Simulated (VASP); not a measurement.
# O (C2/m) in VASP: notebook

Runs on O. Level: PBE. Tasks: single point.

Program: VASP 6.6.1. These are calculated values, not measurements. Logs are shortened: lines on timing, memory, paths and dates and some standing lists are left out, and cuts for length are marked.

## 1. The cell of the first run

It takes space group C2/m (No. 12, monoclinic). Conventional cell: a = 5.111 Å, b = 2.980 Å, c = 3.910 Å, α = 90.00°, β = 123.29°, γ = 90.00°. O (site symmetry m) has 1 O at 1.10 Å within 1.5 Å.

## 2. Single point, PBE (12.45 Å³/atom)

Contents of INCAR:

```
PREC     = Accurate       # precision mode
ENCUT    = 520            # plane-wave cutoff, eV
EDIFF    = 1E-6           # SCF threshold, eV
ISMEAR   = -1             # smearing method
SIGMA    = 0.05           # smearing width, eV
LREAL    = F              # projectors in reciprocal space
LASPH    = T              # aspherical terms in the spheres
NELM     = 80             # most SCF steps
ALGO     = Normal         # electronic algorithm
ISIF     = 2              # what is computed and relaxed
LWAVE    = F              # write WAVECAR
LCHARG   = T              # write CHGCAR
GGA      = PE             # functional
LELF     = T              # ELF
LVHAR    = T            
NBANDS   = 13             # bands
```

Contents of KPOINTS:

```
Automatic mesh
0
Gamma
  10 10 8
```

Contents of POSCAR:

```
O
1.0
    2.5556580562     -1.4899917368      0.0000000000
    2.5556580562      1.4899917368      0.0000000000
   -2.1461370282      0.0000000000      3.2687815997
O
2
Direct
    0.0254538300      0.0254538300      0.1555740200
    0.9745461700      0.9745461700      0.8444259800
```

Potentials or basis: VASP PAW PBE potentials, release 64 (O).

On the command line:

```sh
> cat potpaw_PBE.64/O/POTCAR > POTCAR
> mpirun -np 1 vasp_std > vasp.out
```

OUTCAR:

```text
PREC = Accurate
   ENCUT = 520
   EDIFF = 1E-6
   ISMEAR = -1
   LREAL = F
   LASPH = T
   NELM = 80
   ISIF = 2
   GGA = PE

 ion  position               nearest neighbor table
   1  0.025  0.025  0.156-   2 1.10
   2  0.975  0.975  0.844-   1 1.10

  LATTYP: Found a base centered monoclinic cell.
 ALAT       =     5.1113161124
 B/A-ratio  =     0.5830168606
 C/A-ratio  =     0.7650377976
 COS(beta)  =    -0.5488350190

  Lattice vectors:

 A1 = (   2.5556580562,  -1.4899917368,   0.0000000000)
 A2 = (   2.5556580562,   1.4899917368,   0.0000000000)
 A3 = (  -2.1461370282,   0.0000000000,   3.2687815997)

Analysis of symmetry for initial positions (statically):
=====================================================================
 Subroutine PRICEL returns:
 Original cell was already a primitive cell.

 Routine SETGRP: Setting up the symmetry group for a
 base centered monoclinic supercell.

 Subroutine GETGRP returns: Found  4 space group operations
 (whereof  4 operations were pure point group operations)
 out of a pool of  4 trial point group operations.

The static configuration has the point symmetry C_2h.

Analysis of symmetry for dynamics (positions and initial velocities):
=====================================================================
 Subroutine PRICEL returns:
 Original cell was already a primitive cell.

 Routine SETGRP: Setting up the symmetry group for a
 base centered monoclinic supercell.

 Subroutine GETGRP returns: Found  4 space group operations
 (whereof  4 operations were pure point group operations)
 out of a pool of  4 trial point group operations.

The dynamic configuration has the point symmetry C_2h.

 Subroutine INISYM returns: Found  4 space group operations
 (whereof  4 operations are pure point group operations),
 and found     1 'primitive' translations

----------------------------------------------------------------------------------------

                                     Primitive cell

  volume of cell :      24.8944

  direct lattice vectors                    reciprocal lattice vectors
     2.555658056 -1.489991737  0.000000000     0.195644327 -0.335572331  0.128451388
     2.555658056  1.489991737  0.000000000     0.195644327  0.335572331  0.128451388
    -2.146137028  0.000000000  3.268781600     0.000000000  0.000000000  0.305924385

  length of vectors
     2.958287254  2.958287254  3.910350021     0.409127426  0.409127426  0.305924385

  position of ions in fractional coordinates (direct lattice)
     0.025453830  0.025453830  0.155574020
     0.974546170  0.974546170  0.844425980

  ion indices of the primitive-cell ions
   primitive index   ion index
                 1           1
                 2           2

----------------------------------------------------------------------------------------

 KPOINTS: Automatic mesh

Automatic generation of k-mesh.
 Grid dimensions read from file:
 generate k-points for:   10   10    8

 Generating k-lattice:

  Cartesian coordinates                     Fractional coordinates (reciprocal lattice)
     0.019564433 -0.033557233  0.012845139     0.100000000  0.000000000 -0.000000000
     0.019564433  0.033557233  0.012845139     0.000000000  0.100000000 -0.000000000
     0.000000000  0.000000000  0.038240548     0.000000000  0.000000000  0.125000000

  Length of vectors
     0.040912743  0.040912743  0.038240548

  Shift w.r.t. Gamma in fractional coordinates (k-lattice)
     0.000000000  0.000000000  0.000000000

 Subroutine IBZKPT returns following result:
 ===========================================

 Found    227 irreducible k-points:

 Following reciprocal coordinates:
            Coordinates               Weight
  0.000000  0.000000  0.000000      1.000000
  0.100000  0.000000 -0.000000      4.000000
  0.200000  0.000000 -0.000000      4.000000
  0.300000  0.000000  0.000000      4.000000
  0.400000  0.000000  0.000000      4.000000
  0.500000  0.000000 -0.000000      2.000000
[... 16 lines left out ...]
  0.300000  0.300000  0.000000      2.000000
  0.400000  0.300000 -0.000000      4.000000
 [... further k-points ...]
   k-points           NKPTS =    227   k-points in BZ     NKDIM =    227   number of bands    NBANDS=     13
   number of dos      NEDOS =    301   number of ions     NIONS =      2
   total plane-waves  NPLWV =  17280
   dimension x,y,z NGX =    24 NGY =   24 NGZ =   30
   dimension x,y,z NGXF=    48 NGYF=   48 NGZF=   60
   ions per type =               2
   NGX,Y,Z   is equivalent  to a cutoff of  13.49, 13.49, 12.75 a.u.
   NGXF,Y,Z  is equivalent  to a cutoff of  26.97, 26.97, 25.51 a.u.
 SYSTEM =  unknown system
   PREC   = accura    normal or accurate (medium, high low for compatibility)
   ISTART =      0    job   : 0-new  1-cont  2-samecut
   ICHARG =      2    charge: 1-file 2-atom 10-const
   ISPIN  =      1    spin polarized calculation?
   LNONCOLLINEAR =      F non collinear calculations
   LSORBIT =      F    spin-orbit coupling
   LASPH  =      T    aspherical Exc in radial PAW
   ENCUT  =  520.0 eV  38.22 Ry    6.18 a.u.   5.50  5.50  7.27*2*pi/ulx,y,z
   NELM   =     80;   NELMIN=  2; NELMDL= -5     # of ELM steps
   EDIFF  = 0.1E-05   stopping-criterion for ELM
   LREAL  =      F    real-space projection
   EDIFFG = 0.1E-04   stopping-criterion for IOM
   NSW    =      0    number of steps for IOM
   IBRION =     -1    ionic relax: 0-MD 1-quasi-New 2-CG
   NFREE  =      0    steps in history (QN), initial steepest desc. (CG)
   ISIF   =      2    stress and relaxation
   ISYM   =      2    0-nonsym 1-usesym 2-fastsym
   POTIM  = 0.5000    time-step for ionic-motion
   TEBEG  =    0.0;   TEEND  =   0.0 temperature during run
   PSTRESS=    0.0 pullay stress
   NELECT =      12.0000    total number of electrons
   NUPDOWN=      -1.0000    fix difference up-down
   EMIN   =  10.00;   EMAX   =-10.00  energy-range for DOS
   EFERMI =   0.00;   METHOD = LEGACY
   ISMEAR =    -1;   SIGMA  =   0.05  broadening in eV -4-tet -1-fermi 0-gaus
   EFERMI_NEDOS =   21; number of points for ismear=-14 and -15
   IALGO  =     38    algorithm
   IMIX   =      4    mixing-type and parameters
     AMIX     =   0.40;   BMIX     =  1.00
     AMIX_MAG =   1.60;   BMIX_MAG =  1.00
  volume/ion in A,a.u.               =      12.45        84.00
  Fermi-wavevector in a.u.,A,eV,Ry     =   1.283614  2.425679 22.417838  1.647665
  Thomas-Fermi vector in A             =   2.415856
   LORBIT       =      0    0 simple, 1 ext, 2 COOP (PROOUT), +10 PAW based schemes
   GGA     = PE    functional components
   LHFCALC =     F    Hartree Fock is set to
   AEXX    =    0.0000 exact exchange contribution
   IVDW    =     0    specifies the selected vdW correction
   LEPSILON=     F    determine dielectric tensor
   LRPA    =     F    only Hartree local field effects (RPA)
 non-spin polarized calculation
  energy-cutoff  :      520.00
  volume of cell :       24.89
 maximum number of plane-waves:       688
 NGX is ok and might be reduce to    24
   NGX = 11   NGY = 11   NGZ = 15

 number of electron      12.0000001 magnetization

 Free energy of the ion-electron system (eV)
  ---------------------------------------------------
  ext. energy  EPLUGINS =         0.00000000
  ---------------------------------------------------
  free energy    TOTEN  =        -8.18956131 eV

  energy without entropy =       -8.16150130  energy(sigma->0) =       -8.17553130

 E-fermi :   0.9252     XC(G=0):  -8.8748

 val. band max:        0.9222742629   @ k =  -0.1000  -0.1000   0.3750
 cond. band min:       0.9311806442   @ k =  -0.1000  -0.3000   0.1250
 fundamental gap:      0.0089063813
 Fermi energy:         0.9251857533

 k-point     1 :       0.0000    0.0000    0.0000
  band No.  band energies     occupation
      1     -30.0283      2.00000
      2     -12.7848      2.00000
      3      -9.0071      2.00000
      4      -7.6084      2.00000
      5      -7.5435      2.00000
      6       0.7448      1.94716
      7       1.2824      0.00158
      8       8.3284      0.00000
      9      15.5030      0.00000
     10      16.2615      0.00000
     11      18.6572      0.00000
     12      20.1786      0.00000
     13      21.6821      0.00000

 k-point     2 :       0.1000    0.0000   -0.0000
  band No.  band energies     occupation
      1     -30.0084      2.00000
      2     -12.7931      2.00000
      3      -9.0287      2.00000
      4      -7.6601      2.00000
      5      -7.5724      2.00000
      6       0.7742      1.90684
      7       1.2052      0.00736
      8       8.5516      0.00000
      9      15.2934      0.00000
     10      16.3443      0.00000
     11      18.6456      0.00000
     12      19.5901      0.00000
     13      21.3401      0.00000

 k-point     3 :       0.2000    0.0000   -0.0000
  band No.  band energies     occupation
      1     -29.9555      2.00000
      2     -12.8124      2.00000
      3      -9.1104      2.00000
      4      -7.7770      2.00000
      5      -7.6380      2.00000
      6       0.8033      1.83946
      7       1.0505      0.15090
      8       9.1683      0.00000
      9      15.0158      0.00000
     10      16.3938      0.00000
     11      17.2386      0.00000
     12      20.0802      0.00000
     13      20.3911      0.00000
[... 305 lines left out ...]
 k-point    23 :       0.3000    0.3000    0.0000
  band No.  band energies     occupation
      1     -29.8655      2.00000
      2     -13.1415      2.00000
      3      -9.2091      2.00000
      4      -7.9747      2.00000
      5      -7.4852      2.00000
      6       0.8959      1.28476
      7       1.4907      0.00002
      8      10.1678      0.00000
      9      13.1072      0.00000
     10      15.4981      0.00000
     11      16.2922      0.00000
     12      19.0318      0.00000
     13      20.6366      0.00000

 k-point    24 :       0.4000    0.3000   -0.0000
  band No.  band energies     occupation
      1     -29.8259      2.00000
      2     -13.1780      2.00000
      3      -9.2233      2.00000
      4      -8.1239      2.00000
      5      -7.4913      2.00000
      6       0.8832      1.39641
      7       1.4501      0.00006
      8      10.7575      0.00000
      9      13.1695      0.00000
     10      14.6341      0.00000
     11      16.1315      0.00000
     12      18.5274      0.00000
     13      20.7785      0.00000

 [... further k-points ...]
[... 5 lines left out ...]
  --------------------------------------------------------------------------------------
  -------------------------------------------------------------------------------------
  Total        3.0146550     -0.6962279     15.3773612      0.0000000      0.0000000     -5.8601300
  in kB      194.0196399    -44.8084033    989.6688314      0.0000000      0.0000000   -377.1510526
  external PRESSURE =     379.6266893 kB  Pullay stress =       0.0000000 kB

 VOLUME and BASIS-vectors are now :
 -----------------------------------------------------------------------------
  energy-cutoff  :      520.00
  volume of cell :       24.89
      direct lattice vectors                 reciprocal lattice vectors
     2.555658056 -1.489991737  0.000000000     0.195644327 -0.335572331  0.128451388
     2.555658056  1.489991737  0.000000000     0.195644327  0.335572331  0.128451388
    -2.146137028  0.000000000  3.268781600     0.000000000  0.000000000  0.305924385

 POSITION                                       TOTAL-FORCE (eV/Angst)
 -----------------------------------------------------------------------------------
     -0.20378      0.00000      0.50854        -5.848932      0.000000     15.418176
      3.16896      0.00000      2.76024         5.848932      0.000000    -15.418176
 -----------------------------------------------------------------------------------
    total drift:                                0.000000     -0.000000      0.000000

  FREE ENERGIE OF THE ION-ELECTRON SYSTEM (eV)
  ---------------------------------------------------
  free  energy   TOTEN  =        -8.1895613077 eV

  energy  without entropy=       -8.1615012952  energy(sigma->0) =       -8.17553130
```

Wall time 54 s (1 thread of Intel Xeon 8259CL, shared host); peak memory 0.18 GiB.

What came out:

- Free energy: -8.1896 eV
- Pressure: 38.0 GPa
- Largest force: 16.490 eV/Å
- Band gap on the k mesh: zero (bands 6 and 7 overlap by 0.48 eV)

Forces on the atoms (eV/Å):
```
O    -5.849   0.000  15.418
O     5.849   0.000 -15.418
```

Caveat: the standard files for N, O and F lose accuracy on very short bonds; spin is off for a triplet molecule; the stress differs along the axes, from -4 to 99 GPa; this functional lacks dispersion, which holds the molecules together, so the pressure and a relaxed volume are unreliable; forces of over 1 eV/Å act on the atoms, so gaps and moduli don't describe the material at rest.

## 3. Single point, PBE (13.83 Å³/atom)

This run uses another cell than the first one, of 13.83 Å³/atom.

Contents of INCAR:

```
  PREC = Accurate
  ENCUT = 520
  EDIFF = 1E-6
  ISMEAR = -1
  SIGMA = 0.05
  LREAL = False
  LASPH = True
  NELM = 60
  ALGO = Normal
  ISIF = 2
  LWAVE = False
  LCHARG = False
  GGA = PE
  NBANDS = 13
```

KPOINTS is that of step 2.

Contents of POSCAR:

```
O
1.0
    2.6470079288     -1.5432502528      0.0000000000
    2.6470079288      1.5432502528      0.0000000000
   -2.2228489120      0.0000000000      3.3856214805
O
2
Direct
    0.0254538300      0.0254538300      0.1555740200
    0.9745461700      0.9745461700      0.8444259800
```

Potentials or basis: VASP PAW PBE potentials, release 64 (O).

On the command line:

```sh
> cat potpaw_PBE.64/O/POTCAR > POTCAR
> mpirun -np 1 vasp_std > vasp.out
```

It took 63 s on 1 thread of Intel Xeon 8259CL, shared host; peak memory 0.18 GiB.

Results (log left out):

| Item | Value |
| --- | --- |
| Free energy | -8.6931 eV |
| Pressure | 20.6 GPa |
| Largest force | 10.131 eV/Å |
| Band gap on the k mesh | zero (bands 6 and 7 overlap by 0.39 eV) |

Forces on the atoms (eV/Å):
```
O   -3.531  0.000  9.496
O    3.531  0.000 -9.496
```

Stress tensor (GPa, compression positive):
```
 10.85   0.00 -21.23
  0.00  -4.38   0.00
-21.23   0.00  55.22
```

Levels at points of the mesh, in eV from the Fermi level:
```csv
k point,band 2,band 3,band 4,band 5,band 6,band 7,band 8,band 9,band 10,band 11
"(0.00, 0.00, 0.00)",-13.71,-9.18,-7.76,-7.70,-0.15,0.29,7.12,13.35,14.98,16.73
"(0.50, 0.00, 0.00)",-13.76,-9.32,-8.34,-7.93,-0.43,0.19,10.39,11.79,13.46,15.80
"(0.50, 0.50, 0.00)",-14.10,-9.18,-8.23,-7.98,-0.07,0.56,10.56,11.85,11.95,14.03
"(0.00, 0.00, 0.50)",-14.56,-7.85,-7.85,-7.77,0.19,0.49,7.90,8.44,14.25,18.61
"(0.50, 0.00, 0.50)",-14.07,-9.01,-8.12,-7.77,-0.92,0.21,9.97,11.04,13.89,14.07
"(0.50, 0.50, 0.50)",-13.95,-8.98,-8.12,-8.07,-0.48,0.09,9.12,11.13,13.45,17.01
```

Caveat: the standard files for N, O and F lose accuracy on very short bonds; spin is off for a triplet molecule; the stress differs along the axes, from -4 to 55 GPa; this functional lacks dispersion, which holds the molecules together, so the pressure and a relaxed volume are unreliable; forces of over 1 eV/Å act on the atoms, so gaps and moduli don't describe the material at rest.

## 4. Single point, PBE (14.69 Å³/atom)

This run uses another cell than the first one, of 14.69 Å³/atom.

Contents of INCAR:

```
SYSTEM = O
PREC = Accurate ; ENCUT = 520
EDIFF = 1E-7 ; ISMEAR = -1
SIGMA = 0.05 ; LREAL = .False.
LASPH = .True. ; NELM = 100
ALGO = Normal ; ISIF = 2
LWAVE = .False. ; LCHARG = .True.
GGA = PE ; LELF = .True.
LVHAR = .True. ; NBANDS = 13
```

Contents of KPOINTS:

```
Automatic mesh
0
Gamma
  10 10 8
  0 0 0
```

Contents of POSCAR:

```
O
1.0
    2.7010433544     -1.5747538170      0.0000000000
    2.7010433544      1.5747538170      0.0000000000
   -2.2682256507      0.0000000000      3.4547347972
O
2
Direct
    0.0254538300      0.0254538300      0.1555740200
    0.9745461700      0.9745461700      0.8444259800
```

On the command line:

```sh
> cat potpaw_PBE.64/O/POTCAR > POTCAR
> mpirun -np 1 vasp_std > vasp.out
```

Run time: 96 s. Hardware: 1 thread of Intel Xeon 8259CL, shared host; peak memory 0.19 GiB.

It converged, with:

```
Free energy            : -8.8779 eV
Pressure               : 13.1 GPa
Largest force          : 7.094 eV/Å
Band gap on the k mesh : zero (bands 6 and 7 overlap by 0.34 eV)
```

Forces in eV/Å, atoms in the order of the input:
```
O   -2.427  0.000  6.666
O    2.427  0.000 -6.666
```

Stress tensor (GPa, compression positive):
```
  7.20   0.00 -14.01
  0.00  -4.13   0.00
-14.01   0.00  36.22
```

Levels at points of the mesh, in eV from the Fermi level:
```
           k point  band 4  band 5  band 6  band 7  band 8  band 9
(0.00, 0.00, 0.00)   -7.33   -7.28   -0.13    0.25    6.99   12.57
(0.50, 0.00, 0.00)   -8.05   -7.49   -0.38    0.17   10.29   11.65
(0.50, 0.50, 0.00)   -7.76   -7.73   -0.05    0.50   10.61   11.37
(0.00, 0.00, 0.50)   -7.42   -7.42    0.17    0.43    7.61    8.39
(0.50, 0.00, 0.50)   -7.66   -7.54   -0.81    0.19    9.55   10.96
(0.50, 0.50, 0.50)   -7.85   -7.61   -0.43    0.08    8.88   11.02
```

Caveat: the standard files for N, O and F lose accuracy on very short bonds; spin is off for a triplet molecule; the stress differs along the axes, from -4 to 36 GPa; this functional lacks dispersion, which holds the molecules together, so the pressure and a relaxed volume are unreliable; forces of over 1 eV/Å act on the atoms, so gaps and moduli don't describe the material at rest.

(Part 1 of 2 ends here.)
